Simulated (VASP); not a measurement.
# MoS2 (P6_3/mmc) in VASP: notebook, part 2 of 2

VASP 6.6.1. Earlier steps stand in the parts before.

**3. Single point, PBE+D4**

This run uses another cell than the first one, of 16.79 Å³/atom, 0.940 times its volume.

Input file INCAR:

```
ALGO     = Normal         # electronic algorithm
EDIFF    = 1E-6           # SCF threshold, eV
ENCUT    = 520            # plane-wave cutoff, eV
GGA      = PE             # functional
ISIF     = 2              # what is computed and relaxed
ISMEAR   = -1             # smearing method
IVDW     = 13             # dispersion correction
LASPH    = True           # aspherical terms in the spheres
LCHARG   = False          # write CHGCAR
LREAL    = False          # projectors in reciprocal space
LWAVE    = False          # write WAVECAR
NBANDS   = 35             # bands
NELM     = 80             # most SCF steps
PREC     = Accurate       # precision mode
SIGMA    = 0.05           # smearing width, eV
```

Input file KPOINTS:

```
k-points
0
Gamma
  10 10 3
```

Input file POSCAR:

```
MoS2
1.0
    3.1043083785      0.0000000000      0.0000000000
   -1.5521541893      2.6884099170      0.0000000000
    0.0000000000      0.0000000000     12.0724192038
Mo S
2 4
Direct
    0.6666666667      0.3333333333      0.7500000000
    0.3333333333      0.6666666667      0.2500000000
    0.6666666667      0.3333333333      0.3770000000
    0.3333333333      0.6666666667      0.8770000000
    0.6666666667      0.3333333333      0.1230000000
    0.3333333333      0.6666666667      0.6230000000
```

Potentials or basis: VASP PAW PBE potentials, release 64 (Mo_sv, S).

Started as:

```bash
> cat potpaw_PBE.64/Mo_sv/POTCAR potpaw_PBE.64/S/POTCAR > POTCAR
> mpirun -np 1 vasp_std > vasp.out
```

OUTCAR:

```text
EDIFF = 1E-6
   ENCUT = 520
   GGA = PE
   ISIF = 2
   ISMEAR = -1
   IVDW = 13
   LASPH = True
   LREAL = False
   NELM = 80
   PREC = Accurate

 ion  position               nearest neighbor table
   1  0.667  0.333  0.750-   4 2.36   6 2.36   4 2.36   6 2.36   4 2.36   6 2.36
   2  0.333  0.667  0.250-   3 2.36   5 2.36   3 2.36   5 2.36   3 2.36   5 2.36
   3  0.667  0.333  0.377-   2 2.36   2 2.36   2 2.36
   4  0.333  0.667  0.877-   1 2.36   1 2.36   1 2.36
   5  0.667  0.333  0.123-   2 2.36   2 2.36   2 2.36
   6  0.333  0.667  0.623-   1 2.36   1 2.36   1 2.36

  LATTYP: Found a hexagonal cell.
 ALAT       =     3.1043083785
 C/A-ratio  =     3.8889239508

  Lattice vectors:

 A1 = (   3.1043083785,   0.0000000000,   0.0000000000)
 A2 = (  -1.5521541893,   2.6884099170,   0.0000000000)
 A3 = (   0.0000000000,   0.0000000000,  12.0724192038)

Analysis of symmetry for initial positions (statically):
=====================================================================
 Subroutine PRICEL returns:
 Original cell was already a primitive cell.

 Routine SETGRP: Setting up the symmetry group for a
 hexagonal supercell.

 Subroutine GETGRP returns: Found 24 space group operations
 (whereof 12 operations were pure point group operations)
 out of a pool of 24 trial point group operations.

The static configuration has the point symmetry D_3d.
 The point group associated with its full space group is D_6h.

Analysis of symmetry for dynamics (positions and initial velocities):
=====================================================================
 Subroutine PRICEL returns:
 Original cell was already a primitive cell.

 Routine SETGRP: Setting up the symmetry group for a
 hexagonal supercell.

 Subroutine GETGRP returns: Found 24 space group operations
 (whereof 12 operations were pure point group operations)
 out of a pool of 24 trial point group operations.

The dynamic configuration has the point symmetry D_3d.
 The point group associated with its full space group is D_6h.
[... 129 lines left out ...]
  Fermi-wavevector in a.u.,A,eV,Ry     =   1.313180  2.481551 23.462468  1.724443
  Thomas-Fermi vector in A             =   2.443521
   LORBIT       =      0    0 simple, 1 ext, 2 COOP (PROOUT), +10 PAW based schemes
   GGA     = PE    functional components
   LHFCALC =     F    Hartree Fock is set to
   AEXX    =    0.0000 exact exchange contribution
   IVDW    =    13    specifies the selected vdW correction
   LEPSILON=     F    determine dielectric tensor
   LRPA    =     F    only Hartree local field effects (RPA)
 non-spin polarized calculation
  energy-cutoff  :      520.00
  volume of cell :      100.75
 maximum number of plane-waves:      2736
 NGX is ok and might be reduce to    24
   NGX = 11   NGY = 11   NGZ = 45

 number of electron      52.0000004 magnetization

 Free energy of the ion-electron system (eV)
  ---------------------------------------------------
  ext. energy  EPLUGINS =         0.00000000
  ---------------------------------------------------
  free energy    TOTEN  =       -43.33337823 eV

  energy without entropy =      -43.33337512  energy(sigma->0) =      -43.33337667

 E-fermi :   8.7619     XC(G=0): -11.1266

 val. band max:        8.3695830264   @ k =   0.0000   0.0000   0.0000
 cond. band min:       9.2504680772   @ k =   0.2000   0.2000   0.0000
 fundamental gap:      0.8808850508
 Fermi energy:         8.7619277420

 k-point     1 :       0.0000    0.0000    0.0000
  band No.  band energies     occupation
      1     -53.1536      2.00000
      2     -53.1536      2.00000
      3     -27.3681      2.00000
      4     -27.3679      2.00000
      5     -27.0728      2.00000
      6     -27.0728      2.00000
[... 901 lines left out ...]
     34      12.3225      0.00000
     35      14.3409      0.00000

 [... further k-points ...]

------------------------ aborting loop because EDIFF is reached ----------------------------------------

  DFT-D4 for vdW energy calculation

  Edisp (eV):   -2.69869

  FORCE on cell =-STRESS in cart. coord.  units (eV):
  Direction    XX          YY          ZZ          XY          YZ          ZX
  --------------------------------------------------------------------------------------
  -------------------------------------------------------------------------------------
  Total       5.11438     5.11438     5.94701    -0.00000    -0.00000     0.00000
  in kB      81.32971    81.32971    94.57023    -0.00000    -0.00000     0.00000
  external pressure =       85.74 kB  Pullay stress =        0.00 kB

 VOLUME and BASIS-vectors are now :
 -----------------------------------------------------------------------------
  energy-cutoff  :      520.00
  volume of cell :      100.75
      direct lattice vectors                 reciprocal lattice vectors
     3.104308378  0.000000000  0.000000000     0.322132945  0.185983542  0.000000000
    -1.552154189  2.688409917  0.000000000     0.000000000  0.371967085  0.000000000
     0.000000000  0.000000000 12.072419204     0.000000000  0.000000000  0.082833439

 POSITION                                       TOTAL-FORCE (eV/Angst)
 -----------------------------------------------------------------------------------
      1.55215      0.89614      9.05431         0.000000      0.000000      0.000000
     -0.00000      1.79227      3.01810        -0.000000      0.000000      0.000000
      1.55215      0.89614      4.55130        -0.000000      0.000000      0.968884
     -0.00000      1.79227     10.58751         0.000000     -0.000000      0.968884
      1.55215      0.89614      1.48491        -0.000000      0.000000     -0.968884
     -0.00000      1.79227      7.52112         0.000000     -0.000000     -0.968884
 -----------------------------------------------------------------------------------
    total drift:                               -0.000000      0.000000     -0.000000

  FREE ENERGIE OF THE ION-ELECTRON SYSTEM (eV)
  ---------------------------------------------------
  free  energy   TOTEN  =       -46.0320728535 eV

  energy  without entropy=      -46.0320697437  energy(sigma->0) =      -46.03207130
```

OSZICAR:

```text
N       E                     dE             d eps       ncg     rms          rms(c)
DAV:   1     0.459338265987E+03    0.45934E+03   -0.29448E+04  2080   0.142E+03
DAV:   2    -0.233221986030E+02   -0.48266E+03   -0.46644E+03  2338   0.378E+02
DAV:   3    -0.455957993842E+02   -0.22274E+02   -0.21875E+02  2416   0.754E+01
DAV:   4    -0.460189915344E+02   -0.42319E+00   -0.42189E+00  2300   0.105E+01
DAV:   5    -0.460269078762E+02   -0.79163E-02   -0.79149E-02  2323   0.144E+00    0.390E+01
DAV:   6    -0.439153179483E+02    0.21116E+01   -0.10517E+01  2128   0.211E+01    0.136E+01
DAV:   7    -0.436471184514E+02    0.26820E+00   -0.45822E+00  2064   0.131E+01    0.893E+00
DAV:   8    -0.433309921723E+02    0.31613E+00   -0.78487E-01  2111   0.607E+00    0.314E+00
DAV:   9    -0.433413247444E+02   -0.10333E-01   -0.90012E-02  2280   0.148E+00    0.145E+00
DAV:  10    -0.433334812043E+02    0.78435E-02   -0.34936E-02  2179   0.123E+00    0.369E-01
DAV:  11    -0.433334857822E+02   -0.45779E-05   -0.18856E-03  2172   0.259E-01    0.140E-01
DAV:  12    -0.433333644672E+02    0.12131E-03   -0.30161E-04  2177   0.898E-02    0.834E-02
DAV:  13    -0.433333776354E+02   -0.13168E-04   -0.14173E-04  2221   0.559E-02    0.136E-02
DAV:  14    -0.433333782281E+02   -0.59270E-06   -0.78463E-06  1962   0.145E-02
   1 F= -.46032073E+02 E0= -.46032071E+02  d E =-.310985E-05
```

stdout:

```text
POSCAR found type information on POSCAR MoS
 POSCAR found :  2 types and       6 ions
 scaLAPACK will be used
 LDA part: xc-table for (Slater+PW92), standard interpolation
 POSCAR, INCAR and KPOINTS ok, starting setup
 FFT: planning ... GRIDC
 FFT: planning ... GRID_SOFT
 FFT: planning ... GRID
 WAVECAR not read
 entering main loop
```

Run time: 34 s. Hardware: 1 thread of Intel Xeon 6975P-C (Granite Rapids), shared host; peak memory 0.25 GiB.

What came out:

```yaml
Free_energy: -46.0321 eV
Pressure: 8.6 GPa
Largest_force: 0.969 eV/Å
Band_gap_on_the_k_mesh: 0.88 eV, indirect (least direct gap 2.03 eV)
Dispersion_energy_per_atom: -0.450 eV
```

Forces in eV/Å, atoms in the order of the input:
```
Mo   0.000  0.000  0.000
Mo   0.000  0.000  0.000
S    0.000  0.000  0.969
S    0.000  0.000  0.969
S    0.000  0.000 -0.969
S    0.000  0.000 -0.969
```

Stress tensor (GPa, compression positive):
```
8.13 0.00 0.00
0.00 8.13 0.00
0.00 0.00 9.46
```

A k mesh can miss the band edges.

**4. Single point, RPBE+D4**

This run uses another cell than the first one, of 16.79 Å³/atom, 0.940 times its volume.

Input file INCAR:

```
PREC = Accurate
ENCUT = 520
EDIFF = 1E-6
ISMEAR = -1
SIGMA = 0.05
LREAL = False
LASPH = True
NELM = 60
ALGO = Normal
ISIF = 2
LWAVE = False
LCHARG = False
GGA = RP
IVDW = 13
NBANDS = 35
```

Input file KPOINTS:

```
Automatic mesh
0
Gamma
  10 10 3
```

POSCAR is that of step 3.

Potentials or basis: VASP PAW PBE potentials, release 64 (Mo_sv, S).

Started as:

```bash
> cat potpaw_PBE.64/Mo_sv/POTCAR potpaw_PBE.64/S/POTCAR > POTCAR
> mpirun -np 1 vasp_std > vasp.out
```

OUTCAR:

```text
PREC = Accurate
   ENCUT = 520
   EDIFF = 1E-6
   ISMEAR = -1
   LREAL = False
   LASPH = True
   NELM = 60
   ISIF = 2
   GGA = RP
   IVDW = 13

 ion  position               nearest neighbor table
   1  0.667  0.333  0.750-   4 2.36   6 2.36   4 2.36   6 2.36   4 2.36   6 2.36
   2  0.333  0.667  0.250-   3 2.36   5 2.36   3 2.36   5 2.36   3 2.36   5 2.36
   3  0.667  0.333  0.377-   2 2.36   2 2.36   2 2.36
   4  0.333  0.667  0.877-   1 2.36   1 2.36   1 2.36
   5  0.667  0.333  0.123-   2 2.36   2 2.36   2 2.36
   6  0.333  0.667  0.623-   1 2.36   1 2.36   1 2.36

  LATTYP: Found a hexagonal cell.
 ALAT       =     3.1043083785
 C/A-ratio  =     3.8889239508

  Lattice vectors:

 A1 = (   3.1043083785,   0.0000000000,   0.0000000000)
 A2 = (  -1.5521541893,   2.6884099170,   0.0000000000)
 A3 = (   0.0000000000,   0.0000000000,  12.0724192038)

Analysis of symmetry for initial positions (statically):
=====================================================================
 Subroutine PRICEL returns:
 Original cell was already a primitive cell.

 Routine SETGRP: Setting up the symmetry group for a
 hexagonal supercell.

 Subroutine GETGRP returns: Found 24 space group operations
[... 181 lines left out ...]

 k-point     1 :       0.0000    0.0000    0.0000
  band No.  band energies     occupation
      1     -53.0784      2.00000
      2     -53.0784      2.00000
      3     -27.2889      2.00000
      4     -27.2888      2.00000
      5     -26.9977      2.00000
      6     -26.9977      2.00000
[... 901 lines left out ...]
     34      12.4273      0.00000
     35      14.4919      0.00000

 [... further k-points ...]

------------------------ aborting loop because EDIFF is reached ----------------------------------------

  DFT-D4 for vdW energy calculation

  Edisp (eV):   -5.57466

  FORCE on cell =-STRESS in cart. coord.  units (eV):
  Direction    XX          YY          ZZ          XY          YZ          ZX
  --------------------------------------------------------------------------------------
  -------------------------------------------------------------------------------------
  Total       3.60146     3.60146     4.74013    -0.00000    -0.00000     0.00000
  in kB      57.27093    57.27093    75.37827    -0.00000    -0.00000     0.00000
  external pressure =       63.31 kB  Pullay stress =        0.00 kB

 VOLUME and BASIS-vectors are now :
 -----------------------------------------------------------------------------
  energy-cutoff  :      520.00
  volume of cell :      100.75
      direct lattice vectors                 reciprocal lattice vectors
     3.104308378  0.000000000  0.000000000     0.322132945  0.185983542  0.000000000
    -1.552154189  2.688409917  0.000000000     0.000000000  0.371967085  0.000000000
     0.000000000  0.000000000 12.072419204     0.000000000  0.000000000  0.082833439

 POSITION                                       TOTAL-FORCE (eV/Angst)
 -----------------------------------------------------------------------------------
      1.55215      0.89614      9.05431        -0.000000      0.000000      0.000000
     -0.00000      1.79227      3.01810         0.000000      0.000000      0.000000
      1.55215      0.89614      4.55130        -0.000000      0.000000      0.997756
     -0.00000      1.79227     10.58751         0.000000      0.000000      0.997756
      1.55215      0.89614      1.48491        -0.000000      0.000000     -0.997756
     -0.00000      1.79227      7.52112         0.000000      0.000000     -0.997756
 -----------------------------------------------------------------------------------
    total drift:                               -0.000000      0.000000     -0.000000

  FREE ENERGIE OF THE ION-ELECTRON SYSTEM (eV)
  ---------------------------------------------------
  free  energy   TOTEN  =       -46.1877398781 eV

  energy  without entropy=      -46.1877378337  energy(sigma->0) =      -46.18773886
```

OSZICAR:

```text
N       E                     dE             d eps       ncg     rms          rms(c)
DAV:   1     0.462395600910E+03    0.46240E+03   -0.29468E+04  2080   0.142E+03
DAV:   2    -0.205326253144E+02   -0.48293E+03   -0.46663E+03  2330   0.378E+02
DAV:   3    -0.427551878233E+02   -0.22223E+02   -0.21826E+02  2432   0.755E+01
DAV:   4    -0.431745758074E+02   -0.41939E+00   -0.41809E+00  2303   0.104E+01
DAV:   5    -0.431824629552E+02   -0.78871E-02   -0.78858E-02  2312   0.144E+00    0.390E+01
DAV:   6    -0.411576520443E+02    0.20248E+01   -0.10207E+01  2137   0.208E+01    0.143E+01
DAV:   7    -0.409128612407E+02    0.24479E+00   -0.44916E+00  2067   0.130E+01    0.908E+00
DAV:   8    -0.406079893584E+02    0.30487E+00   -0.82829E-01  2108   0.625E+00    0.315E+00
DAV:   9    -0.406201706335E+02   -0.12181E-01   -0.83225E-02  2256   0.144E+00    0.149E+00
DAV:  10    -0.406129597172E+02    0.72109E-02   -0.33989E-02  2170   0.122E+00    0.373E-01
DAV:  11    -0.406131259892E+02   -0.16627E-03   -0.20360E-03  2209   0.275E-01    0.138E-01
DAV:  12    -0.406130151406E+02    0.11085E-03   -0.33380E-04  2226   0.907E-02    0.573E-02
DAV:  13    -0.406130708377E+02   -0.55697E-04   -0.18672E-04  2124   0.623E-02    0.155E-02
DAV:  14    -0.406130741063E+02   -0.32686E-05   -0.89816E-06  2143   0.145E-02    0.120E-02
DAV:  15    -0.406130776630E+02   -0.35567E-05   -0.76298E-06  1894   0.139E-02    0.130E-02
DAV:  16    -0.406130780535E+02   -0.39054E-06   -0.26649E-06  2053   0.100E-02
   1 F= -.46187740E+02 E0= -.46187739E+02  d E =-.204440E-05
```

It took 39 s on 1 thread of Intel Xeon 6975P-C (Granite Rapids), shared host; peak memory 0.26 GiB.

Results:

```yaml
Free_energy: -46.1877 eV
Pressure: 6.3 GPa
Largest_force: 0.998 eV/Å
Band_gap_on_the_k_mesh: 0.93 eV, indirect (least direct gap 2.03 eV)
Dispersion_energy_per_atom: -0.929 eV
```

Forces in eV/Å, atoms in the order of the input:
```
Mo   0.000  0.000  0.000
Mo   0.000  0.000  0.000
S    0.000  0.000  0.998
S    0.000  0.000  0.998
S    0.000  0.000 -0.998
S    0.000  0.000 -0.998
```

Caveat: the PAW data sets were made with another functional, which shifts forces and pressure a little. A k mesh can miss the band edges.

**5. Single point, PBE+D4**

This run uses another cell than the first one, of 17.15 Å³/atom, 0.960 times its volume.

Input file INCAR:

```
SYSTEM = MoS2
ALGO = Normal
EDIFF = 1E-6
ENCUT = 520
GGA = PE
ISIF = 2
ISMEAR = -1
IVDW = 13
LASPH = .TRUE.
LCHARG = .FALSE.
LREAL = .FALSE.
LWAVE = .FALSE.
NBANDS = 35
NELM = 80
PREC = Accurate
SIGMA = 0.05
```

Input file KPOINTS:

```
k-points
0
G
  10 10 3
  0 0 0
```

POSCAR: that of step 4 with these lines changed.

```diff
@@ -2,5 +2,5 @@
 1.0
-    3.1043083785      0.0000000000      0.0000000000
-   -1.5521541893      2.6884099170      0.0000000000
-    0.0000000000      0.0000000000     12.0724192038
+    3.1261704254      0.0000000000      0.0000000000
+   -1.5630852127      2.7073430050      0.0000000000
+    0.0000000000      0.0000000000     12.1574390416
 Mo S
```

Started as:

```bash
> cat potpaw_PBE.64/Mo_sv/POTCAR potpaw_PBE.64/S/POTCAR > POTCAR
> mpirun -np 1 vasp_std > vasp.out
```

Run time: 37 s. Hardware: 1 thread of Intel Xeon 6975P-C (Granite Rapids), shared host; peak memory 0.25 GiB.

Results (log left out):

```yaml
Free_energy: -46.1217 eV
Pressure: 4.8 GPa
Largest_force: 0.585 eV/Å
Band_gap_on_the_k_mesh: 0.90 eV, indirect (least direct gap 1.98 eV)
Dispersion_energy_per_atom: -0.441 eV
```

Forces in eV/Å, atoms in the order of the input:
```
Mo   0.000  0.000  0.000
Mo   0.000  0.000  0.000
S    0.000  0.000  0.585
S    0.000  0.000  0.585
S    0.000  0.000 -0.585
S    0.000  0.000 -0.585
```

Stress tensor (GPa, compression positive):
```
4.45 0.00 0.00
0.00 4.45 0.00
0.00 0.00 5.37
```

Levels at points of the mesh, in eV from the valence-band top:
```csv
k point,band 24,band 25,band 26,band 27,band 28,band 29
"(0.00, 0.00, 0.00)",-1.28,-1.22,0.00,2.16,2.16,2.19
"(0.50, 0.00, 0.00)",-1.57,-1.50,-1.37,1.68,1.73,2.08
```

A k mesh can miss the band edges.

**6. Summary**

```tsv
level	spin	cell	k mesh	gap on the mesh (eV)	pressure (GPa)	largest force (eV/Å)
PBEsol	non-collinear, zero start, SOC	a = 3.169, b = 3.169, c = 12.324 Å, angles 90.0, 90.0, 120.0°, 6 atoms	7 × 7 × 3	-	-3.0	0.31
PBE+D4	off	a = 3.104, b = 3.104, c = 12.072 Å, angles 90.0, 90.0, 120.0°, 6 atoms	10 × 10 × 3	0.88	8.6	0.97
RPBE+D4	off	a = 3.104, b = 3.104, c = 12.072 Å, angles 90.0, 90.0, 120.0°, 6 atoms	10 × 10 × 3	0.93	6.3	1.00
PBE+D4	off	a = 3.126, b = 3.126, c = 12.157 Å, angles 90.0, 90.0, 120.0°, 6 atoms	10 × 10 × 3	0.90	4.8	0.59
```

Alike in all rows: task single point; potentials or basis VASP PAW PBE potentials, release 64 (Mo_sv, S); cutoff (eV) 520; smearing fermi-dirac 0.05 eV.

Caveats: the PAW data sets were made with another functional, which shifts forces and pressure a little (some runs); this functional lacks dispersion, which binds the layers, so the pressure and a relaxed spacing across them are unreliable (some runs).

Absolute energies hang on the potentials; compare differences alone.
